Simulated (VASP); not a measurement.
# VRu (Pm-3m) in VASP: notebook

Runs on VRu. Level: LDA. Tasks: single point.

All numbers are computed with VASP 6.6.1; they aren't measurements. Logs are shortened: lines on timing, memory, paths and dates and some standing lists are left out, and cuts for length are marked.

## (1) The cell of the first run

The structure is cubic, space group Pm-3m (No. 221). The conventional cell has a = 2.948 Å, b = 2.948 Å, c = 2.948 Å, α = 90.00°, β = 90.00°, γ = 90.00°. Within 3.4 Å of V (site symmetry m-3m) lie 8 Ru at 2.55 Å and 6 V at 2.95 Å. Within 3.4 Å of Ru (site symmetry m-3m) lie 8 V at 2.55 Å and 6 Ru at 2.95 Å.

## (2) Single point, LDA, collinear spin, ferromagnetic start

Contents of INCAR:

```
SYSTEM = VRu
ALGO = Normal
EDIFF = 1E-7
ENCUT = 520
GGA = CA
ISIF = 2
ISMEAR = -1
ISPIN = 2
LASPH = .TRUE.
LCHARG = .FALSE.
LMAXMIX = 4
LORBIT = 11
LREAL = .FALSE.
LWAVE = .FALSE.
MAGMOM = 1.5 0
NBANDS = 24
NELM = 150
PREC = Accurate
SIGMA = 0.05
```

Contents of KPOINTS:

```
k-points
0
G
  14 14 14
  0 0 0
```

Contents of POSCAR:

```
VRu
1.0
    2.9483658059      0.0000000000      0.0000000000
    0.0000000000      2.9483658059      0.0000000000
    0.0000000000      0.0000000000      2.9483658059
V Ru
1 1
Direct
    0.5000000000      0.5000000000      0.5000000000
    0.0000000000      0.0000000000      0.0000000000
```

Potentials or basis: VASP PAW LDA potentials, release 64 (V_sv, Ru_pv).

Started as:

```console
$ cat potpaw_LDA.64/V_sv/POTCAR potpaw_LDA.64/Ru_pv/POTCAR > POTCAR
$ mpirun -np 1 vasp_std > vasp.out
```

OUTCAR:

```text
SYSTEM = VRu
   EDIFF = 1E-7
   ENCUT = 520
   GGA = CA
   ISIF = 2
   ISMEAR = -1
   ISPIN = 2
   LASPH = .TRUE.
   LORBIT = 11
   LREAL = .FALSE.
   NELM = 150
   PREC = Accurate

 ion  position               nearest neighbor table
   1  0.500  0.500  0.500-   2 2.55   2 2.55   2 2.55   2 2.55   2 2.55   2 2.55   2 2.55   2 2.55

   2  0.000  0.000  0.000-   1 2.55   1 2.55   1 2.55   1 2.55   1 2.55   1 2.55   1 2.55   1 2.55

  LATTYP: Found a simple cubic cell.
 ALAT       =     2.9483658059

  Lattice vectors:

 A1 = (   2.9483658059,   0.0000000000,   0.0000000000)
 A2 = (   0.0000000000,   2.9483658059,   0.0000000000)
 A3 = (   0.0000000000,   0.0000000000,   2.9483658059)

Analysis of symmetry for initial positions (statically):
=====================================================================
 Subroutine PRICEL returns:
 Original cell was already a primitive cell.

 Routine SETGRP: Setting up the symmetry group for a
 simple cubic supercell.

 Subroutine GETGRP returns: Found 48 space group operations
 (whereof 48 operations were pure point group operations)
 out of a pool of 48 trial point group operations.

The static configuration has the point symmetry O_h .

Analysis of symmetry for dynamics (positions and initial velocities):
=====================================================================
 Subroutine PRICEL returns:
 Original cell was already a primitive cell.

 Routine SETGRP: Setting up the symmetry group for a
 simple cubic supercell.

 Subroutine GETGRP returns: Found 48 space group operations
 (whereof 48 operations were pure point group operations)
 out of a pool of 48 trial point group operations.

The dynamic configuration has the point symmetry O_h .

Analysis of structural, dynamic, and magnetic symmetry:
=====================================================================
 Subroutine PRICEL returns:
 Original cell was already a primitive cell.

 Routine SETGRP: Setting up the symmetry group for a
 simple cubic supercell.

 Subroutine GETGRP returns: Found 48 space group operations
 (whereof 48 operations were pure point group operations)
 out of a pool of 48 trial point group operations.

The overall configuration has the point symmetry O_h .

 Subroutine INISYM returns: Found 48 space group operations
 (whereof 48 operations are pure point group operations),
 and found     1 'primitive' translations

----------------------------------------------------------------------------------------

                                     Primitive cell

  volume of cell :      25.6297

[... 107 lines left out ...]
     AMIX     =   0.40;   BMIX     =  1.00
     AMIX_MAG =   1.60;   BMIX_MAG =  1.00
  volume/ion in A,a.u.               =      12.81        86.48
  Fermi-wavevector in a.u.,A,eV,Ry     =   1.665769  3.147847 37.753251  2.774786
  Thomas-Fermi vector in A             =   2.752081
   LORBIT       =     11    0 simple, 1 ext, 2 COOP (PROOUT), +10 PAW based schemes
   GGA     = CA    functional components
   LHFCALC =     F    Hartree Fock is set to
   AEXX    =    0.0000 exact exchange contribution
   IVDW    =     0    specifies the selected vdW correction
   LEPSILON=     F    determine dielectric tensor
   LRPA    =     F    only Hartree local field effects (RPA)
 spin polarized calculation
  energy-cutoff  :      520.00
  volume of cell :       25.63
 maximum number of plane-waves:       739
 NGX is ok and might be reduce to    24
   NGX = 11   NGY = 11   NGZ = 11

 number of electron      27.0000007 magnetization       0.0003549

 Free energy of the ion-electron system (eV)
  ---------------------------------------------------
  ext. energy  EPLUGINS =         0.00000000
  ---------------------------------------------------
  free energy    TOTEN  =       -21.06521091 eV

  energy without entropy =      -21.03976616  energy(sigma->0) =      -21.05248853

 E-fermi :  12.6531     XC(G=0): -14.1391

 val. band max:       12.6407852289   @ k =   0.4286   0.2857   0.0714
 cond. band min:      12.6605949041   @ k =   0.3571   0.0000   0.0000
 fundamental gap:      0.0198096752
 Fermi energy:        12.6530569348

 spin component 1

 k-point     1 :       0.0000    0.0000    0.0000
  band No.  band energies     occupation
      1     -51.3983      1.00000
      2     -30.4489      1.00000
      3     -30.4489      1.00000
      4     -30.4489      1.00000
      5     -25.5431      1.00000
      6     -25.5431      1.00000
[... 637 lines left out ...]
     23      28.4566      0.00000
     24      29.2229      0.00000

 [... further k-points ...]

 spin component 2

 k-point     1 :       0.0000    0.0000    0.0000
  band No.  band energies     occupation
      1     -51.3980      1.00000
      2     -30.4489      1.00000
      3     -30.4489      1.00000
      4     -30.4489      1.00000
      5     -25.5428      1.00000
      6     -25.5428      1.00000
[... 637 lines left out ...]
     23      28.4567      0.00000
     24      29.2230      0.00000

 [... further k-points ...]
[... 5 lines left out ...]
  --------------------------------------------------------------------------------------
  -------------------------------------------------------------------------------------
  Total        0.1283133      0.1283133      0.1283133     -0.0000000      0.0000000      0.0000000
  in kB        8.0211810      8.0211810      8.0211810     -0.0000000      0.0000000      0.0000000
  external PRESSURE =       8.0211810 kB  Pullay stress =       0.0000000 kB

 VOLUME and BASIS-vectors are now :
 -----------------------------------------------------------------------------
  energy-cutoff  :      520.00
  volume of cell :       25.63
      direct lattice vectors                 reciprocal lattice vectors
     2.948365806  0.000000000  0.000000000     0.339170939  0.000000000  0.000000000
     0.000000000  2.948365806  0.000000000     0.000000000  0.339170939  0.000000000
     0.000000000  0.000000000  2.948365806     0.000000000  0.000000000  0.339170939

 POSITION                                       TOTAL-FORCE (eV/Angst)
 -----------------------------------------------------------------------------------
      1.47418      1.47418      1.47418         0.000000      0.000000      0.000000
      0.00000      0.00000      0.00000         0.000000      0.000000      0.000000
 -----------------------------------------------------------------------------------
    total drift:                                0.000000      0.000000     -0.000000

  FREE ENERGIE OF THE ION-ELECTRON SYSTEM (eV)
  ---------------------------------------------------
  free  energy   TOTEN  =       -21.0652109059 eV

  energy  without entropy=      -21.0397661585  energy(sigma->0) =      -21.05248853

 total charge

# of ion       s       p       d       tot
------------------------------------------
    1        2.348   6.283   3.084  11.715
    2        0.433   6.323   6.053  12.810
--------------------------------------------------
tot          2.782  12.605   9.137  24.524

 magnetization (x)

# of ion       s       p       d       tot
------------------------------------------
    1        0.000   0.000   0.000   0.000
    2       -0.000   0.000  -0.000  -0.000
--------------------------------------------------
tot          0.000   0.000   0.000   0.000
```

stdout:

```text
POSCAR found type information on POSCAR V Ru
 POSCAR found :  2 types and       2 ions
 scaLAPACK will be used
 LDA part: xc-table for (Slater(with rela. corr.)+CA(PZ))
 , standard interpolation
 POSCAR, INCAR and KPOINTS ok, starting setup
 FFT: planning ... GRIDC
 FFT: planning ... GRID_SOFT
 FFT: planning ... GRID
 WAVECAR not read
 entering main loop
```

Wall time 48 s (1 thread of Intel Xeon 6975P-C (Granite Rapids), shared host); peak memory 0.22 GiB.

What came out:

```yaml
Free_energy: -21.0652 eV
Pressure: 0.8 GPa
Net_moment: 0.00 μB per cell
Valence_electrons_inside_the_program's_atomic_spheres: V 11.71; Ru 12.81
```

## (3) Single point, LDA, collinear spin, ferromagnetic start

Contents of INCAR:

```
SYSTEM = VRu
PREC = Accurate
ENCUT = 520
EDIFF = 1E-6
ISMEAR = -1
SIGMA = 0.05
LREAL = .False.
LASPH = .True.
NELM = 150
ALGO = Normal
ISIF = 2
LWAVE = .False.
LCHARG = .False.
ISPIN = 2
MAGMOM = 1.5 0
LORBIT = 11
LMAXMIX = 4
NBANDS = 24
```

Contents of KPOINTS:

```
Automatic mesh
0
Gamma
  14 14 14
  0 0 0
```

POSCAR is that of step 2.

Potentials or basis: VASP PAW LDA potentials, release 64 (V_sv, Ru_pv).

Started as:

```console
$ cat potpaw_LDA.64/V_sv/POTCAR potpaw_LDA.64/Ru_pv/POTCAR > POTCAR
$ mpirun -np 1 vasp_std > vasp.out
```

OUTCAR:

```text
SYSTEM = VRu
   PREC = Accurate
   ENCUT = 520
   EDIFF = 1E-6
   ISMEAR = -1
   LREAL = .False.
   LASPH = .True.
   NELM = 150
   ISIF = 2
   ISPIN = 2
   LORBIT = 11

 ion  position               nearest neighbor table
   1  0.500  0.500  0.500-   2 2.55   2 2.55   2 2.55   2 2.55   2 2.55   2 2.55   2 2.55   2 2.55

   2  0.000  0.000  0.000-   1 2.55   1 2.55   1 2.55   1 2.55   1 2.55   1 2.55   1 2.55   1 2.55

  LATTYP: Found a simple cubic cell.
 ALAT       =     2.9483658059

  Lattice vectors:

 A1 = (   2.9483658059,   0.0000000000,   0.0000000000)
 A2 = (   0.0000000000,   2.9483658059,   0.0000000000)
 A3 = (   0.0000000000,   0.0000000000,   2.9483658059)

Analysis of symmetry for initial positions (statically):
[... 1510 lines left out ...]
  energy-cutoff  :      520.00
  volume of cell :       25.63
      direct lattice vectors                 reciprocal lattice vectors
     2.948365806  0.000000000  0.000000000     0.339170939  0.000000000  0.000000000
     0.000000000  2.948365806  0.000000000     0.000000000  0.339170939  0.000000000
     0.000000000  0.000000000  2.948365806     0.000000000  0.000000000  0.339170939

 POSITION                                       TOTAL-FORCE (eV/Angst)
 -----------------------------------------------------------------------------------
      1.47418      1.47418      1.47418         0.000000      0.000000      0.000000
      0.00000      0.00000      0.00000         0.000000      0.000000      0.000000
 -----------------------------------------------------------------------------------
    total drift:                                0.000000      0.000000     -0.000000

  FREE ENERGIE OF THE ION-ELECTRON SYSTEM (eV)
  ---------------------------------------------------
  free  energy   TOTEN  =       -21.0652108537 eV

  energy  without entropy=      -21.0397663572  energy(sigma->0) =      -21.05248861

 total charge

# of ion       s       p       d       tot
------------------------------------------
    1        2.348   6.283   3.084  11.715
    2        0.433   6.323   6.053  12.810
--------------------------------------------------
tot          2.782  12.605   9.137  24.524

 magnetization (x)

# of ion       s       p       d       tot
------------------------------------------
    1        0.000   0.000   0.001   0.001
    2       -0.000   0.000  -0.000  -0.000
--------------------------------------------------
tot          0.000   0.000   0.001   0.001
```

OSZICAR:

```text
N       E                     dE             d eps       ncg     rms          rms(c)
DAV:   1     0.298851176934E+03    0.29885E+03   -0.15242E+04 11536   0.125E+03
DAV:   2    -0.161628272172E+02   -0.31501E+03   -0.30405E+03 12096   0.414E+02
DAV:   3    -0.233557185448E+02   -0.71929E+01   -0.71492E+01 14016   0.726E+01
DAV:   4    -0.233969800352E+02   -0.41261E-01   -0.41253E-01 12304   0.582E+00
DAV:   5    -0.233974368701E+02   -0.45683E-03   -0.45683E-03 13432   0.567E-01    0.251E+01
DAV:   6    -0.235250991802E+02   -0.12766E+00   -0.19442E+01 12528   0.335E+01    0.175E+01
DAV:   7    -0.217091749257E+02    0.18159E+01   -0.25408E+01 12688   0.357E+01    0.902E+00
DAV:   8    -0.210844350719E+02    0.62474E+00   -0.16374E+00 12584   0.917E+00    0.236E+00
DAV:   9    -0.210732115052E+02    0.11224E-01   -0.30084E-02 13280   0.134E+00    0.130E+00
DAV:  10    -0.210668561603E+02    0.63553E-02   -0.17365E-03 12680   0.328E-01    0.778E-01
DAV:  11    -0.210652009734E+02    0.16552E-02   -0.12681E-03 12408   0.342E-01    0.112E-01
DAV:  12    -0.210651900722E+02    0.10901E-04   -0.16995E-04 12600   0.987E-02    0.470E-02
DAV:  13    -0.210651970802E+02   -0.70079E-05   -0.16795E-05 12936   0.270E-02    0.258E-02
DAV:  14    -0.210652037874E+02   -0.67073E-05   -0.82339E-06 10736   0.167E-02    0.141E-02
DAV:  15    -0.210652061789E+02   -0.23915E-05   -0.20784E-06  6064   0.754E-03    0.103E-02
DAV:  16    -0.210652099608E+02   -0.37819E-05   -0.12937E-05 11536   0.185E-02    0.553E-03
DAV:  17    -0.210652108537E+02   -0.89289E-06   -0.58036E-06  8944   0.124E-02
   1 F= -.21065211E+02 E0= -.21052489E+02  d E =-.254445E-01  mag=     0.0005
```

It took 42 s on 1 thread of Intel Xeon 6975P-C (Granite Rapids), shared host; peak memory 0.23 GiB.

Results:

* Free energy: -21.0652 eV
* Pressure: 0.8 GPa
* Net moment: 0.00 μB per cell
* Valence electrons inside the program's atomic spheres: V 11.71; Ru 12.81

## (4) Single point, LDA, collinear spin, ferromagnetic start

Contents of INCAR:

```
PREC = Accurate
ENCUT = 520
EDIFF = 1E-6
ISMEAR = -1
SIGMA = 0.05
LREAL = F
LASPH = T
NELM = 150
ALGO = Normal
ISIF = 2
LWAVE = F
LCHARG = T
ISPIN = 2
MAGMOM = 1.5 0
LORBIT = 11
LMAXMIX = 4
LELF = T
LVHAR = T
NBANDS = 24
```

Contents of KPOINTS:

```
regular mesh
0
Gamma
  14 14 14
```

Contents of POSCAR:

```
VRu
1.0
    2.9483658910      0.0000000000      0.0000000000
    0.0000000000      2.9483658910      0.0000000000
    0.0000000000      0.0000000000      2.9483658910
V Ru
1 1
Direct
    0.5000000000      0.5000000000      0.5000000000
    0.0000000000      0.0000000000      0.0000000000
```

Started as:

```console
$ cat potpaw_LDA.64/V_sv/POTCAR potpaw_LDA.64/Ru_pv/POTCAR > POTCAR
$ mpirun -np 1 vasp_std > vasp.out
```

Wall time 43 s (1 thread of Intel Xeon 6975P-C (Granite Rapids), shared host); peak memory 0.23 GiB.

It converged, with:

```yaml
Free_energy: -21.0652 eV
Pressure: 0.8 GPa
Net_moment: 0.00 μB per cell
Valence_electrons_inside_the_program's_atomic_spheres: V 11.71; Ru 12.81
```

Levels at points of the mesh, in eV from the Fermi level:
Spin up:
| k point | band 9 | band 10 | band 11 | band 12 | band 13 | band 14 | band 15 | band 16 | band 17 | band 18 |
| --- | --- | --- | --- | --- | --- | --- | --- | --- | --- | --- |
| (0.00, 0.00, 0.00) | -6.10 | -6.10 | -2.24 | -2.24 | -2.24 | 0.66 | 0.66 | 2.40 | 2.40 | 2.40 |
| (0.50, 0.00, 0.00) | -4.32 | -3.90 | -2.39 | -2.39 | -2.04 | -0.94 | -0.44 | -0.44 | 0.67 | 1.87 |
| (0.50, 0.50, 0.00) | -5.78 | -4.03 | -4.03 | 0.23 | 0.35 | 0.91 | 0.97 | 0.97 | 1.60 | 2.92 |
| (0.50, 0.50, 0.50) | -4.43 | -4.43 | -2.29 | -2.29 | -2.29 | 0.33 | 0.33 | 1.67 | 1.67 | 9.68 |
Spin down:
```tsv
k point	band 11	band 12	band 13	band 14	band 15	band 16
(0.00, 0.00, 0.00)	-2.24	-2.24	-2.24	0.66	0.66	2.40
(0.50, 0.00, 0.00)	-2.39	-2.39	-2.04	-0.94	-0.44	-0.44
(0.50, 0.50, 0.00)	-4.03	0.23	0.35	0.91	0.97	0.97
(0.50, 0.50, 0.50)	-2.29	-2.29	-2.29	0.33	0.33	1.67
```
